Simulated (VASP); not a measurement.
Here is a VASP 6.6.1 calculation.

INCAR

```
SYSTEM = Ge2P
ALGO = Normal
EDIFF = 1E-6
ENCUT = 520
GGA = PE
ISIF = 2
ISMEAR = 0
LASPH = .True.
LCHARG = .False.
LREAL = .False.
LWAVE = .False.
NBANDS = 24
NELM = 100
PREC = Accurate
SIGMA = 0.1
```

Contents of KPOINTS:

```
k-points
0
Gamma
  10 10 18
  0 0 0
```

POSCAR

```
Ge2P
1.0
    5.0685139710      0.0000000000      0.0000000000
    0.0000000000      5.0685139710      0.0000000000
    0.0000000000      0.0000000000      2.5537086537
Ge P
2 1
Direct
    0.0000000000      0.5000000000      0.0000000000
    0.5000000000      0.0000000000      0.0000000000
    0.0000000000      0.0000000000      0.0000000000
```

Potentials or basis: VASP PAW PBE potentials, release 64 (Ge_d, P).

The run is started by

```bash
$ cat potpaw_PBE.64/Ge_d/POTCAR potpaw_PBE.64/P/POTCAR > POTCAR
$ mpirun -np 1 vasp_std > vasp.out
```

Q: What does it give for the pressure?

A: -0.1 GPa.

Q: Predict the band gap on the k mesh.

A: Zero (an odd number of electrons rules out a gap without spin polarisation).
